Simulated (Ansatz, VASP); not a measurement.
**HPt6: VASP beside Ansatz**

```
Pt H
1.0
     5.61433    0.00000    0.00000
     0.00000    5.61433    0.00000
     0.00000    0.00000   21.85138
Pt H
12 2
Cartesian
  1.4036 1.4036 4.0000
  1.4036 4.2107 4.0000
  4.2107 1.4036 4.0000
  4.2107 4.2107 4.0000
  0.0000 0.0000 5.9264
  0.0000 2.8072 5.9264
  2.8072 0.0000 5.9264
  2.8072 2.8072 5.9264
  1.4036 1.4036 7.8514
  1.4036 4.2107 7.8514
  4.2107 1.4036 7.8514
  4.2107 4.2107 7.8514
  -0.3750 0.0000 11.4514
  0.3750 0.0000 11.4514
```

Alike in both runs: task single point; functional PBE; k mesh 5 × 5 × 1; occupations gaussian, width 0.1 eV; no spin polarisation.

```csv
,VASP,Ansatz
version,VASP 6.6.1,Ansatz 0.2.0
potentials or method,"VASP PAW PBE potentials, release 64 (Pt, H), cutoff 520 eV","scalar-relativistic, plane waves, PAW"
valence electrons in the cell,122,218
```

```csv
,VASP,Ansatz,Ansatz less VASP
gap on the k mesh at the Fermi level (eV),none,none,-
rms of the force components (eV/Å),0.005,0.011,+0.0056
"work function, face that differs most (eV)",5.66,5.66,-0.001
```

Atom by atom the forces differ by 0.010 eV/Å (rms over components). A gap of «none» marks a metal or a gap that the smearing closes. With one functional, cell and mesh, what is left measures potentials, basis and numerics. VASP's potentials hold 122 valence electrons a cell and Ansatz's 218, so a difference there can come from the potentials and not from the codes.

Spin-orbit coupling is off throughout.
